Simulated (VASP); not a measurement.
# HfSiO4 (F222) in VASP: a series of runs

The runs below take HfSiO4 through single point, with PBE.

Everything below comes from runs of VASP 6.6.1. Logs are shortened: lines on timing, memory, paths and dates and some standing lists are left out, and cuts for length are marked.

## Step 1: The cell of the first run

The structure is orthorhombic, space group F222 (No. 22). Conventional cell: a = 5.149 Å, b = 6.811 Å, c = 7.985 Å, α = 90.00°, β = 90.00°, γ = 90.00°. Within 2.9 Å of Hf (site symmetry 222) lie 8 O at 2.16 to 2.38 Å. Si (site symmetry 222) has 4 O at 1.67 to 1.70 Å within 2.2 Å. O (site symmetry 2) has 1 Si at 1.67 Å within 2.2 Å. Within 2.3 Å of O (site symmetry 2) lie 1 Si at 1.70 Å and 2 Hf at 2.16 Å.

## Step 2: Single point, PBE

Contents of INCAR:

```
ALGO = Normal
EDIFF = 1E-7
ENCUT = 520
GGA = PE
ISIF = 2
ISMEAR = 0
LASPH = True
LCHARG = False
LREAL = False
LWAVE = False
NBANDS = 28
NELM = 60
PREC = Accurate
SIGMA = 0.1
```

Contents of KPOINTS:

```
k-points
0
Gamma
  4 4 4
```

Contents of POSCAR:

```
HfSiO4
1.0
    0.0000000000      2.5742614674      3.9923174023
    3.4054859027      0.0000000000      3.9923174023
    3.4054859027      2.5742614674      0.0000000000
Hf Si O
1 1 4
Direct
    0.2500000000      0.2500000000      0.2500000000
    0.5000000000      0.5000000000      0.5000000000
    0.2550305470      0.7449694530      0.7449694530
    0.7449694530      0.2550305470      0.2550305470
    0.2874001254      0.2874001254      0.7125998746
    0.7125998746      0.7125998746      0.2874001254
```

Potentials or basis: VASP PAW PBE potentials, release 64 (Hf_pv, Si, O).

On the command line:

```console
> cat potpaw_PBE.64/Hf_pv/POTCAR potpaw_PBE.64/Si/POTCAR potpaw_PBE.64/O/POTCAR > POTCAR
> mpirun -np 1 vasp_std > vasp.out
```

OUTCAR:

```text
EDIFF = 1E-7
   ENCUT = 520
   GGA = PE
   ISIF = 2
   ISMEAR = 0
   LASPH = True
   LREAL = False
   NELM = 60
   PREC = Accurate

 ion  position               nearest neighbor table
   1  0.250  0.250  0.250-   5 2.16   5 2.16   6 2.16   6 2.16   3 2.38   3 2.38   4 2.38   4 2.38
                             2 2.92   2 2.92   2 2.92   2 2.92
   2  0.500  0.500  0.500-   3 1.67   4 1.67   5 1.70   6 1.70   1 2.92   1 2.92   1 2.92   1 2.92

   3  0.255  0.745  0.745-   2 1.67   1 2.38   1 2.38
   4  0.745  0.255  0.255-   2 1.67   1 2.38   1 2.38
   5  0.287  0.287  0.713-   2 1.70   1 2.16   1 2.16
   6  0.713  0.713  0.287-   2 1.70   1 2.16   1 2.16

  LATTYP: Found a face centered orthorhombic cell.
 ALAT       =     5.1485229348
 B/A-ratio  =     1.3228982160
 C/A-ratio  =     1.5508593252

  Lattice vectors:

 A1 = (   3.4054859027,   0.0000000000,  -3.9923174023)
 A2 = (   0.0000000000,   2.5742614674,  -3.9923174023)
 A3 = (   3.4054859027,   2.5742614674,   0.0000000000)

Analysis of symmetry for initial positions (statically):
=====================================================================
 Subroutine PRICEL returns:
 Original cell was already a primitive cell.

 Routine SETGRP: Setting up the symmetry group for a
 face centered orthorhombic supercell.

 Subroutine GETGRP returns: Found  4 space group operations
 (whereof  4 operations were pure point group operations)
 out of a pool of  8 trial point group operations.

The static configuration has the point symmetry D_2 .

Analysis of symmetry for dynamics (positions and initial velocities):
=====================================================================
 Subroutine PRICEL returns:
 Original cell was already a primitive cell.

 Routine SETGRP: Setting up the symmetry group for a
 face centered orthorhombic supercell.

 Subroutine GETGRP returns: Found  4 space group operations
 (whereof  4 operations were pure point group operations)
 out of a pool of  8 trial point group operations.

The dynamic configuration has the point symmetry D_2 .

 Subroutine INISYM returns: Found  4 space group operations
 (whereof  4 operations are pure point group operations),
 and found     1 'primitive' translations

----------------------------------------------------------------------------------------

                                     Primitive cell

  volume of cell :      69.9982

  direct lattice vectors                    reciprocal lattice vectors
     0.000000000  2.574261467  3.992317402    -0.146821926  0.194230464  0.125240543
     3.405485903  0.000000000  3.992317402     0.146821926 -0.194230464  0.125240543
     3.405485903  2.574261467  0.000000000     0.146821926  0.194230464 -0.125240543

  length of vectors
     4.750307395  5.247469149  4.268976029     0.273801653  0.273801653  0.273801653

  position of ions in fractional coordinates (direct lattice)
     0.250000000  0.250000000  0.250000000
     0.500000000  0.500000000  0.500000000
     0.255030547  0.744969453  0.744969453
     0.744969453  0.255030547  0.255030547
     0.287400125  0.287400125  0.712599875
     0.712599875  0.712599875  0.287400125

  ion indices of the primitive-cell ions
   primitive index   ion index
                 1           1
                 2           2
                 3           3
                 4           4
                 5           5
                 6           6

----------------------------------------------------------------------------------------

 KPOINTS: k-points

Automatic generation of k-mesh.
 Grid dimensions read from file:
 generate k-points for:    4    4    4

 Generating k-lattice:

  Cartesian coordinates                     Fractional coordinates (reciprocal lattice)
    -0.036705482  0.048557616  0.031310136     0.250000000  0.000000000  0.000000000
     0.036705482 -0.048557616  0.031310136     0.000000000  0.250000000 -0.000000000
     0.036705482  0.048557616 -0.031310136     0.000000000 -0.000000000  0.250000000

  Length of vectors
     0.068450413  0.068450413  0.068450413

  Shift w.r.t. Gamma in fractional coordinates (k-lattice)
     0.000000000  0.000000000  0.000000000

 Subroutine IBZKPT returns following result:
 ===========================================

 Found     18 irreducible k-points:

 Following reciprocal coordinates:
            Coordinates               Weight
  0.000000  0.000000  0.000000      1.000000
  0.250000  0.000000 -0.000000      8.000000
  0.500000  0.000000 -0.000000      4.000000
  0.250000  0.250000  0.000000      2.000000
  0.500000  0.250000 -0.000000      8.000000
 -0.250000  0.250000  0.000000      4.000000
[... 10 lines left out ...]
 -0.250000  0.250000  0.500000      2.000000
  0.000000  0.500000  0.500000      1.000000
   k-points           NKPTS =     18   k-points in BZ     NKDIM =     18   number of bands    NBANDS=     28
   number of dos      NEDOS =    301   number of ions     NIONS =      6
   total plane-waves  NPLWV =  46080
   dimension x,y,z NGX =    36 NGY =   40 NGZ =   32
   dimension x,y,z NGXF=    72 NGYF=   80 NGZF=   64
   ions per type =               1   1   4
   NGX,Y,Z   is equivalent  to a cutoff of  12.60, 12.67, 12.46 a.u.
   NGXF,Y,Z  is equivalent  to a cutoff of  25.20, 25.34, 24.92 a.u.
 SYSTEM =  unknown system
   PREC   = accura    normal or accurate (medium, high low for compatibility)
   ISTART =      0    job   : 0-new  1-cont  2-samecut
   ICHARG =      2    charge: 1-file 2-atom 10-const
   ISPIN  =      1    spin polarized calculation?
   LNONCOLLINEAR =      F non collinear calculations
   LSORBIT =      F    spin-orbit coupling
   LASPH  =      T    aspherical Exc in radial PAW
   ENCUT  =  520.0 eV  38.22 Ry    6.18 a.u.   8.83  9.76  7.94*2*pi/ulx,y,z
   NELM   =     60;   NELMIN=  2; NELMDL= -5     # of ELM steps
   EDIFF  = 0.1E-06   stopping-criterion for ELM
   LREAL  =      F    real-space projection
   EDIFFG = 0.1E-05   stopping-criterion for IOM
   NSW    =      0    number of steps for IOM
   IBRION =     -1    ionic relax: 0-MD 1-quasi-New 2-CG
   NFREE  =      0    steps in history (QN), initial steepest desc. (CG)
   ISIF   =      2    stress and relaxation
   ISYM   =      2    0-nonsym 1-usesym 2-fastsym
   POTIM  = 0.5000    time-step for ionic-motion
   TEBEG  =    0.0;   TEEND  =   0.0 temperature during run
   PSTRESS=    0.0 pullay stress
   NELECT =      38.0000    total number of electrons
   NUPDOWN=      -1.0000    fix difference up-down
   EMIN   =  10.00;   EMAX   =-10.00  energy-range for DOS
   EFERMI =   0.00;   METHOD = LEGACY
   ISMEAR =     0;   SIGMA  =   0.10  broadening in eV -4-tet -1-fermi 0-gaus
   EFERMI_NEDOS =   21; number of points for ismear=-14 and -15
   IALGO  =     38    algorithm
   IMIX   =      4    mixing-type and parameters
     AMIX     =   0.40;   BMIX     =  1.00
     AMIX_MAG =   1.60;   BMIX_MAG =  1.00
  volume/ion in A,a.u.               =      11.67        78.73
  Fermi-wavevector in a.u.,A,eV,Ry     =   1.335489  2.523709 24.266423  1.783532
  Thomas-Fermi vector in A             =   2.464190
   LORBIT       =      0    0 simple, 1 ext, 2 COOP (PROOUT), +10 PAW based schemes
   GGA     = PE    functional components
   LHFCALC =     F    Hartree Fock is set to
   AEXX    =    0.0000 exact exchange contribution
   IVDW    =     0    specifies the selected vdW correction
   LEPSILON=     F    determine dielectric tensor
   LRPA    =     F    only Hartree local field effects (RPA)
 non-spin polarized calculation
 Gauss-broadening in eV      SIGMA  =   0.10
  energy-cutoff  :      520.00
  volume of cell :       70.00
 maximum number of plane-waves:      1898
   NGX = 17   NGY = 19   NGZ = 15

 number of electron      38.0000001 magnetization

 Free energy of the ion-electron system (eV)
  ---------------------------------------------------
  ext. energy  EPLUGINS =         0.00000000
  ---------------------------------------------------
  free energy    TOTEN  =       -49.74453566 eV

  energy without entropy =      -49.74453566  energy(sigma->0) =      -49.74453566

 E-fermi :   4.5880     XC(G=0): -10.6460

 val. band max:        4.1623060036   @ k =   0.0000   0.0000   0.0000
 cond. band min:       5.1916105704   @ k =   0.0000   0.0000   0.0000
 fundamental gap:      1.0293045668
 Fermi energy:         4.5879553436

 k-point     1 :       0.0000    0.0000    0.0000
  band No.  band energies     occupation
      1     -27.3867      2.00000
      2     -27.3622      2.00000
      3     -27.2173      2.00000
      4     -16.3471      2.00000
      5     -14.6115      2.00000
      6     -13.6493      2.00000
[... 20 lines left out ...]
     27      12.6900      0.00000
     28      15.2506      0.00000

 k-point     2 :       0.2500    0.0000   -0.0000
  band No.  band energies     occupation
      1     -27.3961      2.00000
      2     -27.3873      2.00000
      3     -27.2325      2.00000
      4     -16.0668      2.00000
      5     -14.6093      2.00000
      6     -13.8307      2.00000
[... 20 lines left out ...]
     27      13.4509      0.00000
     28      15.1458      0.00000

 k-point     3 :       0.5000    0.0000   -0.0000
  band No.  band energies     occupation
      1     -27.4238      2.00000
      2     -27.3983      2.00000
      3     -27.2428      2.00000
      4     -15.7415      2.00000
      5     -14.6303      2.00000
      6     -13.9739      2.00000
[... 20 lines left out ...]
     27      13.9602      0.00000
     28      14.8169      0.00000

 k-point     4 :       0.2500    0.2500    0.0000
  band No.  band energies     occupation
      1     -27.4039      2.00000
      2     -27.3620      2.00000
      3     -27.2230      2.00000
      4     -16.0963      2.00000
      5     -14.8340      2.00000
      6     -13.5726      2.00000
[... 392 lines left out ...]
     27      13.3450      0.00000
     28      14.6555      0.00000

 k-point    17 :      -0.2500    0.2500    0.5000
  band No.  band energies     occupation
      1     -27.4649      2.00000
      2     -27.3933      2.00000
      3     -27.2807      2.00000
      4     -15.3707      2.00000
      5     -14.3563      2.00000
      6     -14.3020      2.00000
[... 20 lines left out ...]
     27      14.2877      0.00000
     28      14.5387      0.00000

 k-point    18 :       0.0000    0.5000    0.5000
  band No.  band energies     occupation
      1     -27.4676      2.00000
      2     -27.3793      2.00000
      3     -27.2733      2.00000
      4     -15.4490      2.00000
      5     -14.4591      2.00000
      6     -14.2131      2.00000
[... 20 lines left out ...]
     27      14.3747      0.00000
     28      15.6465      0.00000

------------------------ aborting loop because EDIFF is reached ----------------------------------------

  FORCE on cell =-STRESS in cart. coord.  units (eV):
  Direction    XX          YY          ZZ          XY          YZ          ZX
  --------------------------------------------------------------------------------------
  -------------------------------------------------------------------------------------
  Total       -0.4463473     -0.7104783     -0.4832233      0.0000000      0.0000000      0.0000000
  in kB      -10.2163714    -16.2620240    -11.0604216      0.0000000      0.0000000      0.0000000
  external PRESSURE =     -12.5129390 kB  Pullay stress =       0.0000000 kB

 VOLUME and BASIS-vectors are now :
 -----------------------------------------------------------------------------
  energy-cutoff  :      520.00
  volume of cell :       70.00
      direct lattice vectors                 reciprocal lattice vectors
     0.000000000  2.574261467  3.992317402    -0.146821926  0.194230464  0.125240543
     3.405485903  0.000000000  3.992317402     0.146821926 -0.194230464  0.125240543
     3.405485903  2.574261467  0.000000000     0.146821926  0.194230464 -0.125240543

 POSITION                                       TOTAL-FORCE (eV/Angst)
 -----------------------------------------------------------------------------------
      1.70274      1.28713      1.99616         0.000000     -0.000000      0.000000
      3.40549      2.57426      3.99232         0.000000      0.000000     -0.000000
      5.07397      2.57426      3.99232         0.075279      0.000000      0.000000
      1.73701      2.57426      3.99232        -0.075279      0.000000      0.000000
      3.40549      2.57426      2.29479         0.000000      0.000000     -0.096515
      3.40549      2.57426      5.68985         0.000000      0.000000      0.096515
 -----------------------------------------------------------------------------------
    total drift:                               -0.000001     -0.000003      0.000012

  FREE ENERGIE OF THE ION-ELECTRON SYSTEM (eV)
  ---------------------------------------------------
  free  energy   TOTEN  =       -49.7445356614 eV

  energy  without entropy=      -49.7445356614  energy(sigma->0) =      -49.74453566
```

It took 41 s on 1 thread of Intel Xeon 6975P-C, shared host; peak memory 0.22 GiB.

Results:

```yaml
Free_energy: -49.7445 eV
Pressure: -1.3 GPa
Largest_force: 0.097 eV/Å
Band_gap_on_the_k_mesh: 1.03 eV, direct
```

Forces on the atoms (eV/Å):
```
Hf   0.000  0.000  0.000
Si   0.000  0.000  0.000
O    0.075  0.000  0.000
O   -0.075  0.000  0.000
O    0.000  0.000 -0.097
O    0.000  0.000  0.097
```

Stress tensor (GPa, compression positive):
```
-1.02  0.00  0.00
 0.00 -1.63  0.00
 0.00  0.00 -1.11
```

Caveat: the k points lie up to 0.43 Å⁻¹ apart; spin-orbit coupling is left out, which moves the levels of the heavy elements.

## Step 3: Single point, PBE

This run uses another cell than the first one, of 13.39 Å³/atom, 1.148 times its volume.

Contents of INCAR:

```
SYSTEM = HfSiO4
PREC     = Accurate       ! precision mode
ENCUT    = 520            ! plane-wave cutoff, eV
EDIFF    = 1E-7           ! SCF threshold, eV
ISMEAR   = 0              ! smearing method
SIGMA    = 0.1            ! smearing width, eV
LREAL    = .False.        ! projectors in reciprocal space
LASPH    = .True.         ! aspherical terms in the spheres
NELM     = 100            ! most SCF steps
ALGO     = Normal         ! electronic algorithm
ISIF     = 2              ! what is computed and relaxed
LWAVE    = .False.        ! write WAVECAR
LCHARG   = .False.        ! write CHGCAR
GGA      = PE             ! functional
NBANDS   = 28             ! bands
```

Contents of KPOINTS:

```
Automatic mesh
0
Gamma
  4 4 4
  0 0 0
```

Contents of POSCAR:

```
HfSiO4
1.0
    0.0000000000      3.5654508900      4.2333455700
    2.6620012400      0.0000000000      4.2333455700
    2.6620012400      3.5654508900      0.0000000000
Hf Si O
1 1 4
Direct
    0.2500000000      0.2500000000      0.2500000000
    0.5000000000      0.5000000000      0.5000000000
    0.2471317500      0.7528682500      0.7528682500
    0.7528682500      0.2471317500      0.2471317500
    0.2097863200      0.2097863200      0.7902136800
    0.7902136800      0.7902136800      0.2097863200
```

Potentials or basis: VASP PAW PBE potentials, release 64 (Hf_pv, Si, O).

On the command line:

```console
> cat potpaw_PBE.64/Hf_pv/POTCAR potpaw_PBE.64/Si/POTCAR potpaw_PBE.64/O/POTCAR > POTCAR
> mpirun -np 1 vasp_std > vasp.out
```

Wall time 82 s (1 thread of Intel Xeon 6975P-C, shared host); peak memory 0.25 GiB.

The run converged. Its results:

```yaml
Free_energy: -38.5334 eV
Pressure: 25.8 GPa
Largest_force: 15.748 eV/Å
Band_gap_on_the_k_mesh: zero (band 19 reaches 3.29 eV, above the bottom of band 20 at 3.20 eV)
```

Forces on the atoms (eV/Å):
```
Hf    0.000   0.000   0.000
Si    0.000   0.000   0.000
O    15.748   0.000   0.000
O   -15.748   0.000   0.000
O     0.000   0.000   4.285
O     0.000   0.000  -4.285
```

Stress tensor (GPa, compression positive):
```
105.19   0.00   0.00
  0.00 -44.54   0.00
  0.00   0.00  16.63
```

Levels at points of the mesh, in eV from the Fermi level:
| k point | band 16 | band 17 | band 18 | band 19 | band 20 | band 21 | band 22 | band 23 |
| --- | --- | --- | --- | --- | --- | --- | --- | --- |
| (0.00, 0.00, 0.00) | -1.42 | -0.80 | -0.79 | -0.23 | -0.09 | 0.51 | 1.72 | 2.07 |
| (0.50, 0.00, 0.00) | -2.47 | -1.57 | -0.83 | -0.49 | 0.92 | 1.41 | 2.96 | 2.99 |
| (0.50, 0.50, 0.00) | -2.51 | -2.50 | -1.94 | -0.18 | 1.38 | 1.43 | 1.85 | 2.71 |
| (0.50, 0.00, 0.50) | -1.45 | -1.19 | -0.06 | 0.00 | 1.28 | 2.39 | 3.62 | 3.70 |
| (0.00, 0.50, 0.50) | -3.05 | -2.87 | -2.86 | -0.08 | 1.08 | 2.49 | 2.63 | 3.83 |

Caveat: the k points lie up to 0.41 Å⁻¹ apart; spin-orbit coupling is left out, which moves the levels of the heavy elements; forces of over 1 eV/Å act on the atoms, so gaps and moduli don't describe the material at rest.

## Step 4: Single point, PBE

Contents of INCAR:

```
PREC = Accurate
ENCUT = 520
EDIFF = 1E-7
ISMEAR = 0
SIGMA = 0.1
LREAL = False
LASPH = True
NELM = 60
ALGO = Normal
ISIF = 2
LWAVE = False
LCHARG = False
GGA = PE
NBANDS = 28
```

Contents of KPOINTS:

```
Automatic mesh
0
Gamma
  6 6 6
```

Contents of POSCAR:

```
HfSiO4
1.0
    0.0000000000      3.4054859027      3.9923174023
    2.5742614674      0.0000000000      3.9923174023
    2.5742614674      3.4054859027      0.0000000000
Hf Si O
1 1 4
Direct
    0.7500000000      0.7500000000      0.7500000000
    0.5000000000      0.5000000000      0.5000000000
    0.7449694530      0.2550305470      0.7449694530
    0.2550305470      0.7449694530      0.2550305470
    0.7125998746      0.7125998746      0.2874001254
    0.2874001254      0.2874001254      0.7125998746
```

On the command line:

```console
> cat potpaw_PBE.64/Hf_pv/POTCAR potpaw_PBE.64/Si/POTCAR potpaw_PBE.64/O/POTCAR > POTCAR
> mpirun -np 1 vasp_std > vasp.out
```

Wall time 1.7 min (1 thread of Intel Xeon 6975P-C, shared host); peak memory 0.25 GiB.

The run converged. Its results:

```
Free energy            : -49.7462 eV
Pressure               : -1.2 GPa
Largest force          : 0.098 eV/Å
Band gap on the k mesh : 1.03 eV, direct
```

Forces on the atoms (eV/Å):
```
Hf   0.000  0.000  0.000
Si   0.000  0.000  0.000
O    0.000  0.080  0.000
O    0.000 -0.080  0.000
O    0.000  0.000  0.098
O    0.000  0.000 -0.098
```

Stress tensor (GPa, compression positive):
```
-1.63  0.00  0.00
 0.00 -0.97  0.00
 0.00  0.00 -1.14
```

Levels at points of the mesh, in eV from the valence-band top:
| k point | band 15 | band 16 | band 17 | band 18 | band 19 | band 20 | band 21 | band 22 | band 23 | band 24 |
| --- | --- | --- | --- | --- | --- | --- | --- | --- | --- | --- |
| (0.00, 0.00, 0.00) | -2.40 | -2.23 | -1.67 | -1.37 | 0.00 | 1.03 | 1.57 | 2.99 | 3.94 | 4.33 |
| (0.50, 0.00, 0.00) | -3.31 | -2.91 | -2.61 | -1.63 | -0.99 | 2.68 | 3.62 | 3.93 | 4.58 | 4.99 |
| (0.50, 0.50, 0.00) | -3.24 | -2.96 | -2.27 | -2.00 | -0.65 | 2.98 | 3.35 | 3.53 | 3.72 | 5.67 |
| (0.50, 0.00, 0.50) | -3.52 | -3.09 | -2.39 | -1.22 | -0.69 | 3.11 | 3.30 | 4.00 | 4.75 | 5.01 |
| (0.00, 0.50, 0.50) | -2.47 | -2.42 | -1.53 | -1.20 | -0.51 | 3.40 | 4.66 | 5.45 | 5.88 | 6.45 |

Caveat: spin-orbit coupling is left out, which moves the levels of the heavy elements. A k mesh can miss the band edges.

## Step 5: The runs side by side

```tsv
cell	k mesh	gap on the mesh (eV)	pressure (GPa)	largest force (eV/Å)
a = 4.750, b = 5.247, c = 4.269 Å, angles 58.8, 70.9, 50.3°, 6 atoms	4 × 4 × 4	1.03	-1.3	0.10
a = 5.535, b = 5.001, c = 4.450 Å, angles 71.4, 58.9, 49.6°, 6 atoms	4 × 4 × 4	none	25.8	15.75
a = 5.247, b = 4.750, c = 4.269 Å, angles 70.9, 58.8, 50.3°, 6 atoms	6 × 6 × 6	1.03	-1.2	0.10
```

Alike in all rows: task single point; level PBE; potentials or basis VASP PAW PBE potentials, release 64 (Hf_pv, Si, O); no spin polarisation; cutoff (eV) 520; smearing gaussian 0.1 eV.

Caveats: some runs use coarse meshes; spin-orbit coupling is left out, which moves the levels of the heavy elements; forces of over 1 eV/Å act on the atoms, so gaps and moduli don't describe the material at rest (some runs).

Total energies depend on the potentials used, so only differences within one code and one set of settings carry meaning.
